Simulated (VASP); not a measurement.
# Pt (P6/mmm) in VASP: further runs, part 2 of 3

VASP 6.6.1.

### 3 Relaxation of cell and atoms, PBE

This run uses another cell than the first one, of 18.37 Å³/atom, 1.146 times its volume.

Input file INCAR:

```
PREC = Accurate ; ENCUT = 600
EDIFF = 1E-6 ; ISMEAR = 0
SIGMA = 0.1 ; LREAL = F
LASPH = T ; NELM = 100
ALGO = Normal ; ISIF = 3
LWAVE = F ; LCHARG = F
GGA = PE ; IBRION = 2
NSW = 90 ; EDIFFG = -0.04
```

Input file KPOINTS:

```
Automatic mesh
0
Gamma
  6 6 6
```

Input file POSCAR:

```
Pt
1.0
    4.7001077127      0.0000000000      0.0000000000
   -2.3500538564      4.0704126797      0.0000000000
    0.0000000000      0.0000000000      2.8813703804
Pt
3
Direct
    0.0000000000      0.0000000000      0.0000000000
    0.3333333333      0.6666666667      0.5000000000
    0.6666666667      0.3333333333      0.5000000000
```

Potentials or basis: VASP PAW PBE potentials, release 64 (Pt).

Command:

```sh
> cat potpaw_PBE.64/Pt/POTCAR > POTCAR
> mpirun -np 1 vasp_std > vasp.out
```

OUTCAR:

```text
PREC = Accurate
   ENCUT = 600
   EDIFF = 1E-6
   ISMEAR = 0
   LREAL = F
   LASPH = T
   NELM = 100
   ISIF = 3
   GGA = PE
   IBRION = 2
   NSW = 90
   EDIFFG = -0.04

 ion  position               nearest neighbor table
   1  0.000  0.000  0.000-   2 3.07   3 3.07   2 3.07   3 3.07   3 3.07   3 3.07   2 3.07   2 3.07
                             3 3.07   3 3.07   2 3.07   2 3.07
   2  0.333  0.667  0.500-   3 2.71   3 2.71   3 2.71   1 3.07   1 3.07   1 3.07   1 3.07   1 3.07
                             1 3.07
   3  0.667  0.333  0.500-   2 2.71   2 2.71   2 2.71   1 3.07   1 3.07   1 3.07   1 3.07   1 3.07
                             1 3.07

  LATTYP: Found a hexagonal cell.
 ALAT       =     4.7001077127
 C/A-ratio  =     0.6130434783

  Lattice vectors:

 A1 = (   4.7001077127,   0.0000000000,   0.0000000000)
 A2 = (  -2.3500538564,   4.0704126797,   0.0000000000)
 A3 = (   0.0000000000,   0.0000000000,   2.8813703804)

Analysis of symmetry for initial positions (statically):
=====================================================================
 Subroutine PRICEL returns:
 Original cell was already a primitive cell.

 Routine SETGRP: Setting up the symmetry group for a
 hexagonal supercell.

 Subroutine GETGRP returns: Found 24 space group operations
 (whereof 24 operations were pure point group operations)
 out of a pool of 24 trial point group operations.

The static configuration has the point symmetry D_6h.

Analysis of symmetry for dynamics (positions and initial velocities):
=====================================================================
 Subroutine PRICEL returns:
 Original cell was already a primitive cell.

 Routine SETGRP: Setting up the symmetry group for a
 hexagonal supercell.

 Subroutine GETGRP returns: Found 24 space group operations
 (whereof 24 operations were pure point group operations)
 out of a pool of 24 trial point group operations.

The dynamic configuration has the point symmetry D_6h.

 Subroutine INISYM returns: Found 24 space group operations
 (whereof 24 operations are pure point group operations),
 and found     1 'primitive' translations

----------------------------------------------------------------------------------------

                                     Primitive cell

  volume of cell :      55.1246

  direct lattice vectors                    reciprocal lattice vectors
     4.700107713  0.000000000  0.000000000     0.212761081  0.122837668  0.000000000
    -2.350053856  4.070412680  0.000000000     0.000000000  0.245675335  0.000000000
     0.000000000  0.000000000  2.881370380     0.000000000  0.000000000  0.347057083

  length of vectors
     4.700107713  4.700107713  2.881370380     0.245675335  0.245675335  0.347057083

  position of ions in fractional coordinates (direct lattice)
     0.000000000  0.000000000  0.000000000
     0.333333333  0.666666667  0.500000000
     0.666666667  0.333333333  0.500000000

  ion indices of the primitive-cell ions
   primitive index   ion index
                 1           1
                 2           2
                 3           3

----------------------------------------------------------------------------------------

 KPOINTS: Automatic mesh

Automatic generation of k-mesh.
 Grid dimensions read from file:
 generate k-points for:    6    6    6
[... 56 lines left out ...]
   ISTART =      0    job   : 0-new  1-cont  2-samecut
   ICHARG =      2    charge: 1-file 2-atom 10-const
   ISPIN  =      1    spin polarized calculation?
   LNONCOLLINEAR =      F non collinear calculations
   LSORBIT =      F    spin-orbit coupling
   LASPH  =      T    aspherical Exc in radial PAW
   ENCUT  =  600.0 eV  44.10 Ry    6.64 a.u.   9.39  9.39  5.75*2*pi/ulx,y,z
   NELM   =    100;   NELMIN=  2; NELMDL= -5     # of ELM steps
   EDIFF  = 0.1E-05   stopping-criterion for ELM
   LREAL  =      F    real-space projection
   EDIFFG = -.4E-01   stopping-criterion for IOM
   NSW    =     90    number of steps for IOM
   IBRION =      2    ionic relax: 0-MD 1-quasi-New 2-CG
   NFREE  =      1    steps in history (QN), initial steepest desc. (CG)
   ISIF   =      3    stress and relaxation
   ISYM   =      2    0-nonsym 1-usesym 2-fastsym
   POTIM  = 0.5000    time-step for ionic-motion
   TEBEG  =    0.0;   TEEND  =   0.0 temperature during run
   PSTRESS=    0.0 pullay stress
   NELECT =      30.0000    total number of electrons
   NUPDOWN=      -1.0000    fix difference up-down
   EMIN   =  10.00;   EMAX   =-10.00  energy-range for DOS
   EFERMI =   0.00;   METHOD = LEGACY
   ISMEAR =     0;   SIGMA  =   0.10  broadening in eV -4-tet -1-fermi 0-gaus
   EFERMI_NEDOS =   21; number of points for ismear=-14 and -15
   IALGO  =     38    algorithm
   IMIX   =      4    mixing-type and parameters
     AMIX     =   0.40;   BMIX     =  1.00
     AMIX_MAG =   1.60;   BMIX_MAG =  1.00
  volume/ion in A,a.u.               =      18.37       124.00
  Fermi-wavevector in a.u.,A,eV,Ry     =   1.336596  2.525800 24.306654  1.786489
  Thomas-Fermi vector in A             =   2.465210
   LORBIT       =      0    0 simple, 1 ext, 2 COOP (PROOUT), +10 PAW based schemes
   GGA     = PE    functional components
   LHFCALC =     F    Hartree Fock is set to
   AEXX    =    0.0000 exact exchange contribution
   IVDW    =     0    specifies the selected vdW correction
   LEPSILON=     F    determine dielectric tensor
   LRPA    =     F    only Hartree local field effects (RPA)
 conjugate gradient relaxation of ions
 non-spin polarized calculation
 Gauss-broadening in eV      SIGMA  =   0.10
  energy-cutoff  :      600.00
  volume of cell :       55.12
 maximum number of plane-waves:      1862
 NGX is ok and might be reduce to    40
   NGX = 19   NGY = 19   NGZ = 11

--------------------------------------- Ionic step        1  -------------------------------------------

 number of electron      30.0000001 magnetization

 Free energy of the ion-electron system (eV)
  ---------------------------------------------------
  ext. energy  EPLUGINS =         0.00000000
  ---------------------------------------------------
  free energy    TOTEN  =       -17.30091718 eV

  energy without entropy =      -17.25901797  energy(sigma->0) =      -17.27996757

------------------------ aborting loop because EDIFF is reached ----------------------------------------

  FORCE on cell =-STRESS in cart. coord.  units (eV):
  Direction    XX          YY          ZZ          XY          YZ          ZX
  --------------------------------------------------------------------------------------
  -------------------------------------------------------------------------------------
  Total       -7.3199941     -7.3199941     -8.2024664      0.0000000     -0.0000000      0.0000000
  in kB     -212.7531368   -212.7531368   -238.4018956      0.0000000     -0.0000000      0.0000000
  external PRESSURE =    -221.3027230 kB  Pullay stress =       0.0000000 kB
[... 92 lines left out ...]
  FREE ENERGIE OF THE ION-ELECTRON SYSTEM (eV)
  ---------------------------------------------------
  free  energy   TOTEN  =       -17.8724082537 eV

  energy  without entropy=      -17.8372732892  energy(sigma->0) =      -17.85484077

[... ionic steps 4 to 7 ...]

--------------------------------------- Ionic step        8  -------------------------------------------

 number of electron      30.0000001 magnetization

------------------------ aborting loop because EDIFF is reached ----------------------------------------
[... 32 lines left out ...]
--------------------------------------- Ionic step        9  -------------------------------------------

 number of electron      30.0000002 magnetization

 E-fermi :   9.9564     XC(G=0): -13.0834

 val. band max:        9.9520668490   @ k =   0.1667   0.0000   0.1667
 cond. band min:       9.9691819367   @ k =   0.3333   0.3333   0.5000
 fundamental gap:      0.0171150877
 Fermi energy:         9.9564442256

 k-point     1 :       0.0000    0.0000    0.0000
  band No.  band energies     occupation
      1       0.5526      2.00000
      2       3.9434      2.00000
      3       5.5472      2.00000
      4       6.0133      2.00000
      5       6.0133      2.00000
      6       6.0639      2.00000
[... 555 lines left out ...]
--------------------------------------- Ionic step       10  -------------------------------------------

 number of electron      30.0000002 magnetization

 Free energy of the ion-electron system (eV)
  ---------------------------------------------------
  ext. energy  EPLUGINS =         0.00000000
  ---------------------------------------------------
  free energy    TOTEN  =       -17.88186400 eV

  energy without entropy =      -17.84800801  energy(sigma->0) =      -17.86493600

 E-fermi :  10.0703     XC(G=0): -13.1213

 val. band max:       10.0664140748   @ k =   0.1667   0.0000   0.1667
 cond. band min:      10.0809529369   @ k =   0.3333   0.3333   0.5000
 fundamental gap:      0.0145388620
 Fermi energy:        10.0702983250

 k-point     1 :       0.0000    0.0000    0.0000
  band No.  band energies     occupation
      1       0.5992      2.00000
      2       3.9976      2.00000
      3       5.6204      2.00000
      4       6.0863      2.00000
      5       6.0863      2.00000
      6       6.1357      2.00000
[... 549 lines left out ...]
  FREE ENERGIE OF THE ION-ELECTRON SYSTEM (eV)
  ---------------------------------------------------
  free  energy   TOTEN  =       -17.8818639969 eV

  energy  without entropy=      -17.8480080075  energy(sigma->0) =      -17.86493600

 reached required accuracy - stopping structural energy minimisation
```

Run time: 3.2 min. Hardware: 1 thread of Intel Xeon 6975P-C, shared host; peak memory 0.21 GiB.

Results:

```yaml
Free_energy: -17.8819 eV
Relaxed_volume: 16.00 Å³/atom
Relaxed_cell: a = 4.516 Å, b = 4.516 Å, c = 2.717 Å, α = 90.00°, β = 90.00°, γ = 120.00°
Space_group_after_relaxing_to_0.05_Å: P6/mmm (No. 191)
Energy_gained_by_relaxing: 193.6 meV/atom
Ionic_steps: 10
Pressure_after_relaxing: 0.0 GPa
Band_gap_on_the_k_mesh: zero (band 15 reaches 11.27 eV, above the bottom of band 16 at 9.85 eV)
```

The path:
| step | energy change (eV) | largest force (eV/Å) | pressure (GPa) | volume (Å³) |
| --- | --- | --- | --- | --- |
| 1 | 0.0000 | 0.0000 | -22.13 | 55.12 |
| 2 | 2.4372 | 0.0000 | 117.42 | 37.25 |
| 3 | -0.5715 | 0.0000 | -2.21 | 48.49 |
| 4 | -0.5746 | 0.0000 | -0.76 | 48.18 |
| 5 | -0.5751 | 0.0000 | 0.04 | 48.00 |
| 6 | -0.5748 | 0.0000 | 0.73 | 47.87 |
| 7 | -0.5793 | 0.0000 | 0.90 | 47.82 |
| 8 | -0.5805 | 0.0000 | 0.83 | 47.83 |
| 9 | -0.5795 | 0.0000 | -1.46 | 48.30 |
| 10 | -0.5809 | 0.0000 | 0.01 | 48.00 |

Final structure:
```xyz
3
Lattice="4.5163 0.0000 0.0000 -2.2581 3.9112 0.0000 0.0000 0.0000 2.7173" Properties=species:S:1:pos:R:3 pbc="T T T"
Pt    0.0000    0.0000    0.0000
Pt    0.0000    2.6075    1.3586
Pt    2.2581    1.3037    1.3586
```

Caveat: the k points lie up to 0.39 Å⁻¹ apart in the final cell; spin-orbit coupling is left out, which moves the levels of the heavy elements.

### 4 Single point, PBE

Input file INCAR:

```
PREC = Accurate
ENCUT = 520
EDIFF = 1E-6
ISMEAR = 0
SIGMA = 0.1
LREAL = False
LASPH = True
NELM = 80
ALGO = Fast
ISIF = 2
LWAVE = False
LCHARG = False
GGA = PE
NBANDS = 22
```

Input file KPOINTS:

```
Automatic mesh
0
Gamma
  12 12 16
```

Input file POSCAR:

```
Pt
1.0
    4.5293534170      0.0000000000      0.0000000000
   -2.2646767085      3.9225351219      0.0000000000
    0.0000000000      0.0000000000      2.7061576063
Pt
3
Direct
    0.0000000000      0.0000000000      0.0000000000
    0.3333333333      0.6666666667      0.5000000000
    0.6666666667      0.3333333333      0.5000000000
```

Potentials or basis: VASP PAW PBE potentials, release 64 (Pt).

Command:

```sh
> cat potpaw_PBE.64/Pt/POTCAR > POTCAR
> mpirun -np 1 vasp_std > vasp.out
```

OUTCAR:

```text
PREC = Accurate
   ENCUT = 520
   EDIFF = 1E-6
   ISMEAR = 0
   LREAL = False
   LASPH = True
   NELM = 80
   ISIF = 2
   GGA = PE

 ion  position               nearest neighbor table
   1  0.000  0.000  0.000-   2 2.94   3 2.94   2 2.94   3 2.94   3 2.94   3 2.94   2 2.94   2 2.94
                             3 2.94   3 2.94   2 2.94   2 2.94
   2  0.333  0.667  0.500-   3 2.62   3 2.62   3 2.62   1 2.94   1 2.94   1 2.94   1 2.94   1 2.94
                             1 2.94
   3  0.667  0.333  0.500-   2 2.62   2 2.62   2 2.62   1 2.94   1 2.94   1 2.94   1 2.94   1 2.94
                             1 2.94

  LATTYP: Found a hexagonal cell.
[... 793 lines left out ...]

 [... further k-points ...]
[... 5 lines left out ...]
  --------------------------------------------------------------------------------------
  -------------------------------------------------------------------------------------
  Total       -0.1469077     -0.1469077     -0.1497670      0.0000000      0.0000000      0.0000000
  in kB       -4.8955230     -4.8955230     -4.9908053      0.0000000      0.0000000      0.0000000
  external PRESSURE =      -4.9272838 kB  Pullay stress =       0.0000000 kB

 VOLUME and BASIS-vectors are now :
 -----------------------------------------------------------------------------
  energy-cutoff  :      520.00
  volume of cell :       48.08
      direct lattice vectors                 reciprocal lattice vectors
     4.529353417  0.000000000  0.000000000     0.220782065  0.127468585  0.000000000
    -2.264676709  3.922535122  0.000000000     0.000000000  0.254937169  0.000000000
     0.000000000  0.000000000  2.706157606     0.000000000  0.000000000  0.369527628

 POSITION                                       TOTAL-FORCE (eV/Angst)
 -----------------------------------------------------------------------------------
      0.00000      0.00000      0.00000         0.000000      0.000000      0.000000
     -0.00000      2.61502      1.35308        -0.000000      0.000000     -0.000000
      2.26468      1.30751      1.35308         0.000000      0.000000      0.000000
 -----------------------------------------------------------------------------------
    total drift:                                0.000000      0.000000     -0.000000

  FREE ENERGIE OF THE ION-ELECTRON SYSTEM (eV)
  ---------------------------------------------------
  free  energy   TOTEN  =       -17.8638383701 eV

  energy  without entropy=      -17.8245590870  energy(sigma->0) =      -17.84419873
```

OSZICAR:

```text
N       E                     dE             d eps       ncg     rms          rms(c)
DAV:   1     0.173066831015E+03    0.17307E+03   -0.15234E+04  7628   0.130E+03
DAV:   2    -0.146622589501E+02   -0.18773E+03   -0.17518E+03  8422   0.285E+02
DAV:   3    -0.189456411107E+02   -0.42834E+01   -0.42084E+01  8604   0.429E+01
DAV:   4    -0.189748343398E+02   -0.29193E-01   -0.29185E-01  8538   0.380E+00
DAV:   5    -0.189751579719E+02   -0.32363E-03   -0.32361E-03  8886   0.430E-01    0.191E+01
RMM:   6    -0.179966906723E+02    0.97847E+00   -0.18428E+00  7524   0.929E+00    0.105E+01
RMM:   7    -0.182749131034E+02   -0.27822E+00   -0.81943E-01  7545   0.549E+00    0.773E+00
RMM:   8    -0.178732625874E+02    0.40165E+00   -0.27623E-01  7536   0.321E+00    0.282E+00
RMM:   9    -0.178737141019E+02   -0.45151E-03   -0.47744E-02  7651   0.122E+00    0.113E+00
RMM:  10    -0.178642400032E+02    0.94741E-02   -0.75363E-03  7736   0.546E-01    0.190E-01
RMM:  11    -0.178638766396E+02    0.36336E-03   -0.28631E-04  8090   0.107E-01    0.677E-02
RMM:  12    -0.178638556216E+02    0.21018E-04   -0.10615E-04  8033   0.585E-02    0.554E-02
RMM:  13    -0.178638417110E+02    0.13911E-04   -0.15803E-05  8054   0.245E-02    0.166E-02
RMM:  14    -0.178638389418E+02    0.27691E-05   -0.37325E-06  6411   0.111E-02    0.717E-03
RMM:  15    -0.178638383701E+02    0.57172E-06   -0.76404E-07  4709   0.525E-03
   1 F= -.17863838E+02 E0= -.17844199E+02  d E =-.392793E-01
```

stdout:

```text
POSCAR found type information on POSCAR Pt
 POSCAR found :  1 types and       3 ions
 scaLAPACK will be used
 LDA part: xc-table for (Slater+PW92), standard interpolation
 POSCAR, INCAR and KPOINTS ok, starting setup
 FFT: planning ... GRIDC
 FFT: planning ... GRID_SOFT
 FFT: planning ... GRID
 WAVECAR not read
 entering main loop
```

It took 1.9 min on 1 thread of Intel Xeon 6975P-C, shared host; peak memory 0.27 GiB.

Results:

```
Free energy            : -17.8638 eV
Pressure               : -0.5 GPa
Band gap on the k mesh : zero (band 15 reaches 11.19 eV, above the bottom of band 16 at 9.82 eV)
```

Caveat: spin-orbit coupling is left out, which moves the levels of the heavy elements.

[end of part 2 of 3]
